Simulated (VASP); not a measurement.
Rb2Pt:

```
Rb Pt
1.0
     4.73677    0.00000    0.00000
    -2.36839    4.10217    0.00000
     0.00000    0.00000    9.90386
Rb Pt
2 1
Direct
  0.66667 0.33333 0.71177
  0.33333 0.66667 0.28823
  0.00000 0.00000 0.00000
```

The cell was generated, and may not be a known phase.

```yaml
Program: VASP 6.6.1
Task: relaxation of cell and atoms
Functional: PBE
Potentials_or_basis: VASP PAW PBE potentials, release 64 (Rb_sv, Pt_sv_GW)
Cutoff: 570 eV
k_mesh: 6 × 6 × 2
Occupations: gaussian, width 0.1 eV
Spin: no spin polarisation
```

At the start: pressure -1.9 GPa; volume 64.15 Å³/atom.

Where does the relaxation end?

Over 21 steps the energy falls by 585.8 meV/atom and the volume is 48.98 Å³/atom (-23.6 %); space group P-3m1 (No. 164, to 0.1 Å) before and after.

The path:
| step | energy change (eV) | largest force (eV/Å) | pressure (GPa) | volume (Å³) |
| --- | --- | --- | --- | --- |
| 1 | 0.0000 | 0.9055 | -1.88 | 192.44 |
| 2 | -0.4218 | 0.9607 | -1.68 | 172.10 |
| 3 | -1.2263 | 0.3006 | 1.93 | 117.68 |
| 4 | -1.2262 | 0.4187 | 1.24 | 121.98 |
| 5 | -1.4260 | 0.3652 | 1.01 | 125.55 |
| 6 | -1.7424 | 0.0254 | 0.36 | 133.09 |
| 7 | -1.7447 | 0.0128 | 0.23 | 133.71 |
| 8 | -1.7451 | 0.0047 | 0.27 | 133.59 |
| 9 | -1.7476 | 0.0592 | -0.05 | 136.97 |
| 10 | -1.7477 | 0.0515 | -0.01 | 136.55 |
| 11 | -1.7486 | 0.0504 | 0.03 | 137.00 |
| 12 | -1.7509 | 0.0469 | 0.03 | 138.33 |
| 13 | -1.7531 | 0.0377 | 0.11 | 140.93 |
| 14 | -1.7539 | 0.0424 | 0.06 | 141.94 |
| 15 | -1.7551 | 0.0542 | -0.05 | 144.43 |
| 16 | -1.7545 | 0.0753 | -0.24 | 149.47 |
| 17 | -1.7553 | 0.0595 | -0.20 | 145.89 |
| 18 | -1.7552 | 0.0551 | -0.07 | 144.90 |
| 19 | -1.7553 | 0.0573 | -0.09 | 145.39 |
| 20 | -1.7563 | 0.0433 | -0.06 | 146.01 |
| 21 | -1.7574 | 0.0221 | -0.02 | 146.94 |

Final structure:
```
CELL_PARAMETERS angstrom
5.14118 0.00000 0.00000
-2.57059 4.45239 0.00000
0.00000 0.00000 6.41936
ATOMIC_POSITIONS crystal
Rb 0.66667 0.33333 0.77646
Rb 0.33333 0.66667 0.22354
Pt 0.00000 0.00000 0.00000
```

Caveat: the volume moved by over 15 % at a fixed basis, so the end points are rough.
